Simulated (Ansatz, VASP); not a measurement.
Si: VASP beside Ansatz

```xyz
2
Lattice="0.0000 2.7220 2.7220 2.7220 0.0000 2.7220 2.7220 2.7220 0.0000" Properties=species:S:1:pos:R:3 pbc="T T T"
Si    0.0000    0.0000    0.0000
Si    1.3610    1.3610    1.3610
```

Alike in both runs: functional r2SCAN; k mesh 10 × 10 × 10; occupations gaussian, width 0.02 eV; no spin polarisation.

Ansatz relaxed the structure, and its values are those at the end. VASP's run is a single point on that final structure, the one shown.

|  | VASP | Ansatz |
| --- | --- | --- |
| version | VASP 6.6.1 | Ansatz 0.2.0 |
| potentials or method | VASP PAW PBE potentials, release 64 (Si), cutoff 550 eV | scalar-relativistic, plane waves, PAW |
| valence electrons in the cell | 8 | 8 |

VASP gave:

| Quantity | Value |
| --- | --- |
| gap on the k mesh at the Fermi level (eV) | 0.79 |
| least direct gap on the mesh (eV) | 2.76 |
| pressure (GPa) | -0.2 |

Task: Estimate Ansatz's values.

Result: gap on the k mesh at the Fermi level (eV): 0.78; least direct gap on the mesh (eV): 2.74; pressure (GPa): 0.0.

VASP's potentials were made for PBE, not for r2SCAN.
